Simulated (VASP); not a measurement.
V:

```
V
1.0
     2.78446    0.00000    0.00000
    -1.39223    2.41141    0.00000
     0.00000    0.00000    7.98507
V
4
Direct
  0.33333 0.66667 0.38132
  0.66667 0.33333 0.88132
  0.66667 0.33333 0.61868
  0.33333 0.66667 0.11868
```

```yaml
Program: VASP 6.6.1
Task: relaxation of cell and atoms
Functional: PBEsol
Potentials_or_basis: VASP PAW PBE potentials, release 64 (V_sv)
Cutoff: 600 eV
k_mesh: 18 × 18 × 6
Occupations: gaussian, width 0.1 eV
Spin: no spin polarisation
```

At the start: pressure 1.3 GPa; volume 13.40 Å³/atom.

How do energy, volume and symmetry change on relaxing?

Over 7 steps the energy falls by 8.1 meV/atom and the volume is 13.45 Å³/atom (+0.4 %); space group P6_3/mmc (No. 194, to 0.05 Å).

Step by step:
```
step  energy change (eV)  largest force (eV/Å)  pressure (GPa)  volume (Å³)
   1              0.0000                0.0653            1.27        53.62
   2             -0.0232                0.0906           -1.69        54.43
   3             -0.0233                0.1022           -2.02        54.50
   4             -0.0309                0.1132            0.96        53.55
   5             -0.0317                0.1105            0.23        53.77
   6             -0.0323                0.0536           -0.07        53.82
   7             -0.0325                0.0020            0.04        53.80
```

Final structure:
```
CELL_PARAMETERS angstrom
2.74545 0.00000 0.00000
-1.37272 2.37763 0.00000
0.00000 0.00000 8.24249
ATOMIC_POSITIONS crystal
V 0.33333 0.66667 0.38098
V 0.66667 0.33333 0.88098
V 0.66667 0.33333 0.61902
V 0.33333 0.66667 0.11902
```

Caveat: the PAW data sets were made with another functional, which shifts forces and pressure a little.
